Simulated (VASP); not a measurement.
Crystal: SrTi2O4.

```
Sr Ti O
1.0
     0.00000    3.70562    3.70562
     3.70562    0.00000    3.70562
     3.70562    3.70562    0.00000
Sr Ti O
1 2 4
Direct
  0.00000 0.00000 0.00000
  0.75000 0.75000 0.75000
  0.25000 0.25000 0.25000
  0.40157 0.40157 0.40157
  0.40157 0.40157 0.79530
  0.40157 0.79530 0.40157
  0.79530 0.40157 0.40157
```

```yaml
Program: VASP 6.6.1
Task: relaxation of cell and atoms
Functional: PBE
Potentials_or_basis: VASP PAW PBE potentials, release 64 (Sr_sv, Ti_sv, O)
Cutoff: 600 eV
k_mesh: 3 × 3 × 3
Occupations: gaussian, width 0.15 eV
Spin: collinear spin, ferromagnetic start
Starting_moments: "[0.0, 1.0, 1.0, 0.0, 0.0, 0.0, 0.0] μB"
```

At the start: pressure 0.0 GPa; volume 14.54 Å³/atom.

How do energy, volume and symmetry change on relaxing?

Over 7 steps the energy falls by 433.5 meV/atom and the volume is 16.28 Å³/atom (+12.0 %); space group F-43m (No. 216, to 0.05 Å); moment 2.00 μB per cell.

Step by step:
| step | energy change (eV) | largest force (eV/Å) | pressure (GPa) | volume (Å³) |
| --- | --- | --- | --- | --- |
| 1 | 0.0000 | 7.0053 | 0.04 | 101.77 |
| 2 | -0.0287 | 9.6010 | 31.43 | 101.82 |
| 3 | -2.7416 | 0.0379 | 8.36 | 101.80 |
| 4 | -3.0059 | 0.6610 | -0.41 | 112.29 |
| 5 | -3.0065 | 0.6933 | -0.73 | 112.82 |
| 6 | -3.0231 | 0.4784 | 0.93 | 114.65 |
| 7 | -3.0342 | 0.0183 | 0.21 | 113.94 |

Final structure:
```xyz
7
Lattice="0.0000 3.8478 3.8478 3.8478 0.0000 3.8478 3.8478 3.8478 0.0000" Properties=species:S:1:pos:R:3 pbc="T T T"
Sr    0.0000    0.0000    0.0000
Ti    5.7717    5.7717    5.7717
Ti    1.9239    1.9239    1.9239
O     2.9564    2.9564    2.9564
O     4.7392    4.7392    2.9564
O     4.7392    2.9564    4.7392
O     2.9564    4.7392    4.7392
```

Caveat: the k points lie up to 0.47 Å⁻¹ apart in the final cell; the relaxation stopped at a loose force limit of 0.08 eV/Å, so its end isn't a converged minimum.
